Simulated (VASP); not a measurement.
# BP in VASP: a series of runs

The runs below take BP through single point, with PBE.

Program: VASP 6.6.1. These are calculated values, not measurements. Logs are shortened: lines on timing, memory, paths and dates and some standing lists are left out, and cuts for length are marked.

## Step 1: The cell of the first run

The cell holds a slab with vacuum, 10 atoms: a = 3.216 Å, b = 3.216 Å, c = 26.160 Å, α = 90.00°, β = 90.00°, γ = 120.00°.

## Step 2: Single point, PBE

The input, INCAR:

```
ALGO = Normal ; EDIFF = 1E-7
ENCUT = 520 ; GGA = PE
ISIF = 2 ; ISMEAR = 0
LASPH = T ; LCHARG = F
LREAL = F ; LWAVE = F
NBANDS = 31 ; NELM = 60
PREC = Accurate ; SIGMA = 0.05
```

The input, KPOINTS:

```
k-points
0
Gamma
  9 9 1
```

The input, POSCAR:

```
BP
1.0
    3.2161364111      0.0000000000      0.0000000000
   -1.6080682055      2.7852558340      0.0000000000
    0.0000000000      0.0000000000     26.1603486296
P B
5 5
Direct
    0.0000000000      0.0000000000      0.2866934270
    0.3333333333      0.6666666667      0.3870729908
    0.6666666667      0.3333333333      0.4874525545
    0.0000000000      0.0000000000      0.5878321183
    0.3333333333      0.6666666667      0.6882116821
    0.3333333333      0.6666666667      0.3117883179
    0.6666666667      0.3333333333      0.4121678817
    0.0000000000      0.0000000000      0.5125474455
    0.3333333333      0.6666666667      0.6129270092
    0.6666666667      0.3333333333      0.7133065730
```

Potentials or basis: VASP PAW PBE potentials, release 64 (P, B).

Launch:

```bash
> cat potpaw_PBE.64/P/POTCAR potpaw_PBE.64/B/POTCAR > POTCAR
> mpirun -np 1 vasp_std > vasp.out
```

OUTCAR:

```text
EDIFF = 1E-7
   ENCUT = 520
   GGA = PE
   ISIF = 2
   ISMEAR = 0
   LASPH = T
   LREAL = F
   NELM = 60
   PREC = Accurate

 ion  position               nearest neighbor table
   1  0.000  0.000  0.287-   6 1.97   6 1.97   6 1.97
   2  0.333  0.667  0.387-   7 1.97   7 1.97   7 1.97   6 1.97
   3  0.667  0.333  0.487-   7 1.97   8 1.97   8 1.97   8 1.97
   4  0.000  0.000  0.588-   8 1.97   9 1.97   9 1.97   9 1.97
   5  0.333  0.667  0.688-  10 1.97  10 1.97  10 1.97   9 1.97
   6  0.333  0.667  0.312-   1 1.97   1 1.97   1 1.97   2 1.97
   7  0.667  0.333  0.412-   3 1.97   2 1.97   2 1.97   2 1.97
   8  0.000  0.000  0.513-   4 1.97   3 1.97   3 1.97   3 1.97
   9  0.333  0.667  0.613-   4 1.97   4 1.97   4 1.97   5 1.97
  10  0.667  0.333  0.713-   5 1.97   5 1.97   5 1.97

  LATTYP: Found a hexagonal cell.
 ALAT       =     3.2161364111
 C/A-ratio  =     8.1340917442

  Lattice vectors:

 A1 = (   3.2161364111,   0.0000000000,   0.0000000000)
 A2 = (  -1.6080682055,   2.7852558340,   0.0000000000)
 A3 = (   0.0000000000,   0.0000000000,  26.1603486296)

Analysis of symmetry for initial positions (statically):
=====================================================================
 Subroutine PRICEL returns:
 Original cell was already a primitive cell.

 Routine SETGRP: Setting up the symmetry group for a
 hexagonal supercell.

 Subroutine GETGRP returns: Found  6 space group operations
 (whereof  6 operations were pure point group operations)
 out of a pool of 24 trial point group operations.

The static configuration has the point symmetry C_3v.

Analysis of symmetry for dynamics (positions and initial velocities):
=====================================================================
 Subroutine PRICEL returns:
 Original cell was already a primitive cell.

 Routine SETGRP: Setting up the symmetry group for a
 hexagonal supercell.

 Subroutine GETGRP returns: Found  6 space group operations
 (whereof  6 operations were pure point group operations)
 out of a pool of 24 trial point group operations.

The dynamic configuration has the point symmetry C_3v.

 Subroutine INISYM returns: Found  6 space group operations
 (whereof  6 operations are pure point group operations),
 and found     1 'primitive' translations

----------------------------------------------------------------------------------------

                                     Primitive cell

  volume of cell :     234.3382

  direct lattice vectors                    reciprocal lattice vectors
     3.216136411  0.000000000  0.000000000     0.310932085  0.179516723  0.000000000
    -1.608068205  2.785255834  0.000000000     0.000000000  0.359033446  0.000000000
     0.000000000  0.000000000 26.160348630     0.000000000  0.000000000  0.038225790

  length of vectors
     3.216136411  3.216136411 26.160348630     0.359033446  0.359033446  0.038225790

  position of ions in fractional coordinates (direct lattice)
     0.000000000  0.000000000  0.286693427
     0.333333333  0.666666667  0.387072991
     0.666666667  0.333333333  0.487452555
     0.000000000  0.000000000  0.587832118
     0.333333333  0.666666667  0.688211682
     0.333333333  0.666666667  0.311788318
     0.666666667  0.333333333  0.412167882
     0.000000000  0.000000000  0.512547445
     0.333333333  0.666666667  0.612927009
     0.666666667  0.333333333  0.713306573

  ion indices of the primitive-cell ions
   primitive index   ion index
                 1           1
                 2           2
                 3           3
                 4           4
                 5           5
                 6           6
                 7           7
                 8           8
                 9           9
                10          10

----------------------------------------------------------------------------------------

 KPOINTS: k-points

Automatic generation of k-mesh.
 Grid dimensions read from file:
 generate k-points for:    9    9    1

 Generating k-lattice:

  Cartesian coordinates                     Fractional coordinates (reciprocal lattice)
     0.034548009  0.019946303  0.000000000     0.111111111  0.000000000  0.000000000
     0.000000000  0.039892605  0.000000000     0.000000000  0.111111111  0.000000000
     0.000000000  0.000000000  0.038225790     0.000000000  0.000000000  1.000000000

  Length of vectors
     0.039892605  0.039892605  0.038225790

  Shift w.r.t. Gamma in fractional coordinates (k-lattice)
     0.000000000  0.000000000  0.000000000

 Subroutine IBZKPT returns following result:
 ===========================================

 Found     12 irreducible k-points:

 Following reciprocal coordinates:
            Coordinates               Weight
  0.000000  0.000000  0.000000      1.000000
  0.111111 -0.000000  0.000000      6.000000
  0.222222 -0.000000  0.000000      6.000000
  0.333333 -0.000000  0.000000      6.000000
  0.444444 -0.000000  0.000000      6.000000
  0.111111  0.111111  0.000000      6.000000
  0.222222  0.111111  0.000000     12.000000
  0.333333  0.111111  0.000000     12.000000
  0.444444  0.111111  0.000000      6.000000
  0.222222  0.222222  0.000000      6.000000
  0.333333  0.222222  0.000000     12.000000
  0.333333  0.333333  0.000000      2.000000
   k-points           NKPTS =     12   k-points in BZ     NKDIM =     12   number of bands    NBANDS=     31
   number of dos      NEDOS =    301   number of ions     NIONS =     10
   total plane-waves  NPLWV = 112896
   dimension x,y,z NGX =    24 NGY =   24 NGZ =  196
   dimension x,y,z NGXF=    48 NGYF=   48 NGZF=  392
   ions per type =               5   5
   NGX,Y,Z   is equivalent  to a cutoff of  12.41, 12.41, 12.46 a.u.
   NGXF,Y,Z  is equivalent  to a cutoff of  24.81, 24.81, 24.91 a.u.
 SYSTEM =  unknown system
   PREC   = accura    normal or accurate (medium, high low for compatibility)
   ISTART =      0    job   : 0-new  1-cont  2-samecut
   ICHARG =      2    charge: 1-file 2-atom 10-const
   ISPIN  =      1    spin polarized calculation?
   LNONCOLLINEAR =      F non collinear calculations
   LSORBIT =      F    spin-orbit coupling
   LASPH  =      T    aspherical Exc in radial PAW
   ENCUT  =  520.0 eV  38.22 Ry    6.18 a.u.   5.98  5.98 48.64*2*pi/ulx,y,z
   NELM   =     60;   NELMIN=  2; NELMDL= -5     # of ELM steps
   EDIFF  = 0.1E-06   stopping-criterion for ELM
   LREAL  =      F    real-space projection
   EDIFFG = 0.1E-05   stopping-criterion for IOM
   NSW    =      0    number of steps for IOM
   IBRION =     -1    ionic relax: 0-MD 1-quasi-New 2-CG
   NFREE  =      0    steps in history (QN), initial steepest desc. (CG)
   ISIF   =      2    stress and relaxation
   ISYM   =      2    0-nonsym 1-usesym 2-fastsym
   POTIM  = 0.5000    time-step for ionic-motion
   TEBEG  =    0.0;   TEEND  =   0.0 temperature during run
   PSTRESS=    0.0 pullay stress
   NELECT =      40.0000    total number of electrons
   NUPDOWN=      -1.0000    fix difference up-down
   EMIN   =  10.00;   EMAX   =-10.00  energy-range for DOS
   EFERMI =   0.00;   METHOD = LEGACY
   ISMEAR =     0;   SIGMA  =   0.05  broadening in eV -4-tet -1-fermi 0-gaus
   EFERMI_NEDOS =   21; number of points for ismear=-14 and -15
   IALGO  =     38    algorithm
   IMIX   =      4    mixing-type and parameters
     AMIX     =   0.40;   BMIX     =  1.00
     AMIX_MAG =   1.60;   BMIX_MAG =  1.00
  volume/ion in A,a.u.               =      23.43       158.14
  Fermi-wavevector in a.u.,A,eV,Ry     =   0.908128  1.716113 11.220680  0.824697
  Thomas-Fermi vector in A             =   2.032018
   LORBIT       =      0    0 simple, 1 ext, 2 COOP (PROOUT), +10 PAW based schemes
   GGA     = PE    functional components
   LHFCALC =     F    Hartree Fock is set to
   AEXX    =    0.0000 exact exchange contribution
   IVDW    =     0    specifies the selected vdW correction
   LEPSILON=     F    determine dielectric tensor
   LRPA    =     F    only Hartree local field effects (RPA)
 non-spin polarized calculation
 Gauss-broadening in eV      SIGMA  =   0.05
  energy-cutoff  :      520.00
  volume of cell :      234.34
 maximum number of plane-waves:      6372
 NGX is ok and might be reduce to    24
   NGX = 11   NGY = 11   NGZ = 97

 number of electron      40.0000001 magnetization

 Free energy of the ion-electron system (eV)
  ---------------------------------------------------
  ext. energy  EPLUGINS =         0.00000000
  ---------------------------------------------------
  free energy    TOTEN  =       -61.44148879 eV

  energy without entropy =      -61.42324987  energy(sigma->0) =      -61.43236933

 E-fermi :   1.1670     XC(G=0):  -6.1280

 val. band max:        1.1628434542   @ k =   0.4444   0.1111   0.0000
 cond. band min:       1.1744990714   @ k =   0.2222   0.1111   0.0000
 fundamental gap:      0.0116556172
 Fermi energy:         1.1670116183

 k-point     1 :       0.0000    0.0000    0.0000
  band No.  band energies     occupation
      1     -14.4665      2.00000
      2     -13.7734      2.00000
      3     -12.9526      2.00000
      4     -12.0806      2.00000
      5     -11.0291      2.00000
      6      -7.4298      2.00000
[... 23 lines left out ...]
     30       5.5376      0.00000
     31       5.5376      0.00000

 k-point     2 :       0.1111   -0.0000    0.0000
  band No.  band energies     occupation
      1     -14.2708      2.00000
      2     -13.5798      2.00000
      3     -12.7621      2.00000
      4     -11.8951      2.00000
      5     -10.8428      2.00000
      6      -7.2750      2.00000
[... 23 lines left out ...]
     30       6.0241      0.00000
     31       6.1606      0.00000

 k-point     3 :       0.2222   -0.0000    0.0000
  band No.  band energies     occupation
      1     -13.6920      2.00000
      2     -13.0088      2.00000
      3     -12.2032      2.00000
      4     -11.3561      2.00000
      5     -10.2984      2.00000
      6      -6.8812      2.00000
[... 23 lines left out ...]
     30       6.7009      0.00000
     31       6.8072      0.00000

 k-point     4 :       0.3333   -0.0000    0.0000
  band No.  band energies     occupation
      1     -12.7651      2.00000
      2     -12.1049      2.00000
      3     -11.3383      2.00000
      4     -10.5632      2.00000
      5      -9.4778      2.00000
      6      -6.9090      2.00000
[... 23 lines left out ...]
     30       6.4627      0.00000
     31       7.3476      0.00000

 k-point     5 :       0.4444   -0.0000    0.0000
  band No.  band energies     occupation
      1     -11.6408      2.00000
      2     -11.0943      2.00000
      3     -10.5300      2.00000
      4     -10.0427      2.00000
      5      -8.8075      2.00000
      6      -7.8133      2.00000
[... 23 lines left out ...]
     30       6.2138      0.00000
     31       7.1401      0.00000
[... 134 lines left out ...]
     30       6.4197      0.00000
     31       7.1363      0.00000

 k-point    10 :       0.2222    0.2222    0.0000
  band No.  band energies     occupation
      1     -12.2286      2.00000
      2     -11.5874      2.00000
      3     -10.8559      2.00000
      4     -10.1481      2.00000
      5      -9.0207      2.00000
      6      -6.9659      2.00000
[... 23 lines left out ...]
     30       7.5578      0.00000
     31       7.6389      0.00000

 k-point    11 :       0.3333    0.2222    0.0000
  band No.  band energies     occupation
      1     -11.1444      2.00000
      2     -10.6341      2.00000
      3     -10.1567      2.00000
      4      -9.7800      2.00000
      5      -8.4017      2.00000
      6      -7.4144      2.00000
[... 23 lines left out ...]
     30       7.4611      0.00000
     31       7.8814      0.00000

 k-point    12 :       0.3333    0.3333    0.0000
  band No.  band energies     occupation
      1     -10.3756      2.00000
      2     -10.1784      2.00000
      3     -10.1673      2.00000
      4      -9.7257      2.00000
      5      -8.1308      2.00000
      6      -7.1945      2.00000
[... 23 lines left out ...]
     30       8.2693      0.00000
     31       9.0837      0.00000

------------------------ aborting loop because EDIFF is reached ----------------------------------------

  FORCE on cell =-STRESS in cart. coord.  units (eV):
  Direction    XX          YY          ZZ          XY          YZ          ZX
  --------------------------------------------------------------------------------------
  -------------------------------------------------------------------------------------
  Total       -1.3066716     -1.3066716     -1.4654137     -0.0000000      0.0000000      0.0000000
  in kB       -8.9337530     -8.9337530    -10.0190777     -0.0000000      0.0000000      0.0000000
  external PRESSURE =      -9.2955279 kB  Pullay stress =       0.0000000 kB

 VOLUME and BASIS-vectors are now :
 -----------------------------------------------------------------------------
  energy-cutoff  :      520.00
  volume of cell :      234.34
      direct lattice vectors                 reciprocal lattice vectors
     3.216136411  0.000000000  0.000000000     0.310932085  0.179516723  0.000000000
    -1.608068205  2.785255834  0.000000000     0.000000000  0.359033446  0.000000000
     0.000000000  0.000000000 26.160348630     0.000000000  0.000000000  0.038225790

 POSITION                                       TOTAL-FORCE (eV/Angst)
 -----------------------------------------------------------------------------------
      0.00000      0.00000      7.50000        -0.000000      0.000000      0.820108
     -0.00000      1.85684     10.12596        -0.000000     -0.000000      0.076348
      1.60807      0.92842     12.75193        -0.000000      0.000000      0.023010
      0.00000      0.00000     15.37789         0.000000     -0.000000      0.204228
     -0.00000      1.85684     18.00386         0.000000      0.000000      2.501283
     -0.00000      1.85684      8.15649         0.000000      0.000000     -0.790654
      1.60807      0.92842     10.78246        -0.000000      0.000000     -0.107300
      0.00000      0.00000     13.40842         0.000000      0.000000     -0.084983
     -0.00000      1.85684     16.03438        -0.000000      0.000000     -0.468953
      1.60807      0.92842     18.66035         0.000000     -0.000000     -2.173088
 -----------------------------------------------------------------------------------
    total drift:                               -0.000000      0.000000     -0.002171

  FREE ENERGIE OF THE ION-ELECTRON SYSTEM (eV)
  ---------------------------------------------------
  free  energy   TOTEN  =       -61.4414887925 eV

  energy  without entropy=      -61.4232498686  energy(sigma->0) =      -61.43236933
```

It took 4.1 min on 1 thread of Intel Xeon Platinum 8488C (Sapphire Rapids), shared host; peak memory 0.33 GiB.

Results:

```yaml
Free_energy: -61.4415 eV
Largest_force: 2.501 eV/Å
Band_gap_on_the_k_mesh: zero (bands 20 and 21 overlap by 0.12 eV)
```

Forces in eV/Å, atoms in the order of the input:
```
P    0.000  0.000  0.820
P    0.000  0.000  0.076
P    0.000  0.000  0.023
P    0.000  0.000  0.204
P    0.000  0.000  2.501
B    0.000  0.000 -0.791
B    0.000  0.000 -0.107
B    0.000  0.000 -0.085
B    0.000  0.000 -0.469
B    0.000  0.000 -2.173
```

Levels at points of the mesh, in eV from the Fermi level:
| k point | band 18 | band 19 | band 20 | band 21 | band 22 | band 23 |
| --- | --- | --- | --- | --- | --- | --- |
| (0.00, 0.00, 0.00) | -0.16 | 0.09 | 0.09 | 0.62 | 3.27 | 3.35 |

## Step 3: Single point, PBE

The input, INCAR:

```
  PREC = Accurate
  ENCUT = 520
  EDIFF = 1E-6
  ISMEAR = 0
  SIGMA = 0.05
  LREAL = False
  LASPH = True
  NELM = 100
  ALGO = Normal
  ISIF = 2
  LWAVE = False
  LCHARG = False
  LDIPOL = True
  IDIPOL = 3
  DIPOL = 0.5 0.5 0.500
  GGA = PE
  NBANDS = 31
  EFIELD = -0.6
```

The input, KPOINTS:

```
regular mesh
0
Gamma
  9 9 1
```

POSCAR is that of step 2.

Potentials or basis: VASP PAW PBE potentials, release 64 (P, B).

Launch:

```bash
> cat potpaw_PBE.64/P/POTCAR potpaw_PBE.64/B/POTCAR > POTCAR
> mpirun -np 1 vasp_std > vasp.out
```

OUTCAR:

```text
PREC = Accurate
   ENCUT = 520
   EDIFF = 1E-6
   ISMEAR = 0
   LREAL = False
   LASPH = True
   NELM = 100
   ISIF = 2
   GGA = PE

 ion  position               nearest neighbor table
   1  0.000  0.000  0.287-   6 1.97   6 1.97   6 1.97
   2  0.333  0.667  0.387-   7 1.97   7 1.97   7 1.97   6 1.97
   3  0.667  0.333  0.487-   7 1.97   8 1.97   8 1.97   8 1.97
   4  0.000  0.000  0.588-   8 1.97   9 1.97   9 1.97   9 1.97
   5  0.333  0.667  0.688-  10 1.97  10 1.97  10 1.97   9 1.97
   6  0.333  0.667  0.312-   1 1.97   1 1.97   1 1.97   2 1.97
   7  0.667  0.333  0.412-   3 1.97   2 1.97   2 1.97   2 1.97
   8  0.000  0.000  0.513-   4 1.97   3 1.97   3 1.97   3 1.97
   9  0.333  0.667  0.613-   4 1.97   4 1.97   4 1.97   5 1.97
  10  0.667  0.333  0.713-   5 1.97   5 1.97   5 1.97

  LATTYP: Found a hexagonal cell.
 ALAT       =     3.2161364111
[... 620 lines left out ...]
  energy-cutoff  :      520.00
  volume of cell :      234.34
      direct lattice vectors                 reciprocal lattice vectors
     3.216136411  0.000000000  0.000000000     0.310932085  0.179516723  0.000000000
    -1.608068205  2.785255834  0.000000000     0.000000000  0.359033446  0.000000000
     0.000000000  0.000000000 26.160348630     0.000000000  0.000000000  0.038225790

 POSITION                                       TOTAL-FORCE (eV/Angst)
 -----------------------------------------------------------------------------------
      0.00000      0.00000      7.50000        -0.000000     -0.000000      0.752794
     -0.00000      1.85684     10.12596         0.000000     -0.000000      0.085152
      1.60807      0.92842     12.75193         0.000000     -0.000000      0.016664
      0.00000      0.00000     15.37789        -0.000000      0.000000      0.201836
     -0.00000      1.85684     18.00386        -0.000000      0.000000      2.560695
     -0.00000      1.85684      8.15649         0.000000      0.000000     -0.740162
      1.60807      0.92842     10.78246        -0.000000     -0.000000     -0.102590
      0.00000      0.00000     13.40842         0.000000      0.000000     -0.083300
     -0.00000      1.85684     16.03438         0.000000     -0.000000     -0.467513
      1.60807      0.92842     18.66035         0.000000      0.000000     -2.223576
 -----------------------------------------------------------------------------------
    total drift:                               -0.000000      0.000000      0.000936

  FREE ENERGIE OF THE ION-ELECTRON SYSTEM (eV)
  ---------------------------------------------------
  free  energy   TOTEN  =       -61.5922427264 eV

  energy  without entropy=      -61.5736264405  energy(sigma->0) =      -61.58293458

 vacuum level on the upper side and lower side of the slab         9.273         3.164
```

stdout:

```text
POSCAR found type information on POSCAR P B
 POSCAR found :  2 types and      10 ions
 scaLAPACK will be used
 LDA part: xc-table for (Slater+PW92), standard interpolation
 POSCAR, INCAR and KPOINTS ok, starting setup
 FFT: planning ... GRIDC
 FFT: planning ... GRID_SOFT
 FFT: planning ... GRID
 WAVECAR not read
 entering main loop
```

Wall time 4.2 min (1 thread of Intel Xeon Platinum 8488C (Sapphire Rapids), shared host); peak memory 0.34 GiB.

Results:

```
Free energy            : -61.5922 eV
Largest force          : 2.561 eV/Å
Band gap on the k mesh : zero (bands 20 and 21 overlap by 0.14 eV)
```

Forces on the atoms (eV/Å):
```
P    0.000  0.000  0.753
P    0.000  0.000  0.085
P    0.000  0.000  0.017
P    0.000  0.000  0.202
P    0.000  0.000  2.561
B    0.000  0.000 -0.740
B    0.000  0.000 -0.103
B    0.000  0.000 -0.083
B    0.000  0.000 -0.468
B    0.000  0.000 -2.224
```

Levels at points of the mesh, in eV from the Fermi level:
```tsv
k point	band 16	band 17	band 18	band 19	band 20	band 21	band 22	band 23	band 24	band 25
(0.00, 0.00, 0.00)	-0.67	-0.67	-0.15	0.12	0.12	0.59	3.24	3.33	3.33	3.45
```
